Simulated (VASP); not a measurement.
Write the native input for VASP 6.6.1 that does the following.

```yaml
Task: single point
Functional: r2SCAN
Potentials_or_basis: VASP PAW PBE potentials, release 64 (B, N)
Cutoff: 520 eV
k_mesh: 12 × 12 × 4
Occupations: gaussian, width 0.05 eV
Spin: no spin polarisation
Dipole_correction: no
Further_INCAR_settings: ALGO = Normal; EDIFF = 1e-07; NBANDS = 16
```

Crystal: BN.

```
B N
1.0
     2.12839    0.00000    0.00000
    -1.06420    1.84324    0.00000
     0.00000    0.00000    6.66120
B N
2 2
Direct
  0.33333 0.66667 0.25000
  0.66667 0.33333 0.75000
  0.33333 0.66667 0.75000
  0.66667 0.33333 0.25000
```

This cell differs from its parent crystal: strain -0.1500 x Voigt [1, 1, 0, 0, 0, 0].

One way to write it, as run:

POSCAR

```
BN
1.0
    2.1283929487      0.0000000000      0.0000000000
   -1.0641964744      1.8432423628      0.0000000000
    0.0000000000      0.0000000000      6.6612000000
B N
2 2
Direct
    0.3333333333      0.6666666667      0.2500000000
    0.6666666667      0.3333333333      0.7500000000
    0.3333333333      0.6666666667      0.7500000000
    0.6666666667      0.3333333333      0.2500000000
```

INCAR.step1

```
ALGO = Normal ; EDIFF = 1E-4
ENCUT = 520 ; GGA = PE
ISMEAR = 0 ; LASPH = True
LCHARG = False ; LREAL = False
LWAVE = True ; NBANDS = 16
NELM = 80 ; PREC = Accurate
SIGMA = 0.05
```

INCAR.step2

```
ALGO = Normal ; EDIFF = 1E-7
ENCUT = 520 ; ISIF = 2
ISMEAR = 0 ; ISTART = 1
LASPH = True ; LCHARG = False
LMIXTAU = True ; LREAL = False
LWAVE = False ; METAGGA = R2SCAN
NBANDS = 16 ; NELM = 80
PREC = Accurate ; SIGMA = 0.05
```

KPOINTS

```
k-points
0
Gamma
  12 12 4
```

Potentials or basis: VASP PAW PBE potentials, release 64 (B, N).

Run with:

```sh
$ cat potpaw_PBE.64/B/POTCAR potpaw_PBE.64/N/POTCAR > POTCAR
$ cp INCAR.step1 INCAR
$ mpirun -np 1 vasp_std > vasp.out
$ cp INCAR.step2 INCAR
$ mpirun -np 1 vasp_std > vasp.out
```

Results of the run:

```json
{
  "Pressure": "235.6 GPa",
  "Band gap on the k mesh": "4.63 eV (least direct gap 5.08 eV)"
}
```

Caveat: the cell differs from its parent crystal (strain -0.1500 x Voigt [1, 1, 0, 0, 0, 0]); the cell stands under pressure; the PAW data sets were made with another functional, which shifts forces and pressure a little.

It took 56 s on 1 thread of Intel Xeon 8259CL, on a shared host, peak memory 0.15 GiB.
